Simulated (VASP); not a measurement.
A run of VASP 6.6.1 is set up as follows.

INCAR

```
SYSTEM = Fe
ALGO     = Normal         ! electronic algorithm
EDIFF    = 1E-6           ! SCF threshold, eV
EDIFFG   = -0.005         ! ionic threshold
ENCUT    = 600            ! plane-wave cutoff, eV
GGA      = PE             ! functional
IBRION   = 2              ! ionic algorithm
ISIF     = 3              ! what is computed and relaxed
ISMEAR   = -1             ! smearing method
ISPIN    = 2              ! spin polarisation
LASPH    = .TRUE.         ! aspherical terms in the spheres
LCHARG   = .FALSE.        ! write CHGCAR
LMAXMIX  = 4              ! l up to which the mixer works
LORBIT   = 11             ! projections on sites
LREAL    = .FALSE.        ! projectors in reciprocal space
LWAVE    = .FALSE.        ! write WAVECAR
MAGMOM   = 2.5            ! initial moments
NELM     = 150            ! most SCF steps
NSW      = 32             ! ionic steps
PREC     = Accurate       ! precision mode
PSTRESS  = -19.0        
SIGMA    = 0.1            ! smearing width, eV
```

Contents of KPOINTS:

```
k-points
0
G
  19 19 19
  0 0 0
```

The input POSCAR:

```
Fe
1.0
   -1.4210755759      1.4210755759      1.4210755759
    1.4210755759     -1.4210755759      1.4210755759
    1.4210755759      1.4210755759     -1.4210755759
Fe
1
Direct
    0.0000000000      0.0000000000      0.0000000000
```

Potentials or basis: VASP PAW PBE potentials, release 64 (Fe).

Run with:

```console
$ cat potpaw_PBE.64/Fe/POTCAR > POTCAR
$ mpirun -np 1 vasp_std > vasp.out
```

Question: Predict the site moments.

Answer: Fe +2.20 μB.

Question: Predict the relaxed cell.

Answer: a = 2.461 Å, b = 2.461 Å, c = 2.461 Å, α = 109.47°, β = 109.47°, γ = 109.47°.

The path:
```csv
step,energy change (eV),largest force (eV/Å),pressure (GPa),volume (Å³)
1,0.0000,0.0000,-2.25,11.48
2,-0.0004,0.0000,-1.37,11.44
3,-0.0001,0.0000,-1.83,11.47
4,-0.0001,0.0000,-1.92,11.47
```

Caveat: the cell is relaxed towards a set pressure, so the run minimises the enthalpy, not the energy.
